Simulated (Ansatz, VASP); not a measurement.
## Two plane-wave programs on SiO2

```
CELL_PARAMETERS angstrom
5.04874 0.00000 0.00000
0.00000 3.57000 0.00000
0.00000 0.00000 5.04874
ATOMIC_POSITIONS crystal
Si 0.75000 0.00000 0.75000
Si 0.25000 0.00000 0.25000
O 0.75000 0.50000 0.75000
O 0.25000 0.50000 0.25000
O 0.00000 0.00000 0.00000
O 0.50000 0.00000 0.00000
```

Change from the starting cell: ordered vacancies on the anion sites of rhenium trioxide (Pmma, No. 51).

Alike in both runs: task single point; functional PBE; k mesh 4 × 6 × 4; occupations gaussian, width 0.1 eV; collinear spin.

```csv
,VASP,Ansatz
version,VASP 6.6.1,Ansatz 0.2.0
potentials or method,"VASP PAW PBE potentials, release 64 (Si, O), cutoff 520 eV","scalar-relativistic, plane waves, PAW"
valence electrons in the cell,32,32
```

Ansatz gave:

| Item | Value |
| --- | --- |
| gap on the k mesh at the Fermi level (eV) | none |
| pressure (GPa) | -17.8 |
| traceless stress, the component that is largest in VASP (GPa) | 12.90 |
| rms of the force components (eV/Å) | 2.545 |
| net moment per atom (μB) | 0.03 |
| size of the moment on the site where the two differ most (μB) | 0.10 |

Question: Which values does VASP return?

Answer: gap on the k mesh at the Fermi level (eV): none; pressure (GPa): -17.7; traceless stress, the component that is largest in VASP (GPa): 12.78; rms of the force components (eV/Å): 2.524; net moment per atom (μB): 0.04; size of the moment on the site where the two differ most (μB): 0.10.

Site moments also hang on the region over which each program counts them. Atom by atom the forces differ by 0.022 eV/Å (rms over components). A gap of «none» marks a metal or a gap that the smearing closes. The functional is the same, so the differences come from potentials, cutoffs and numerics. Ansatz's warnings: seeded moment not kept.
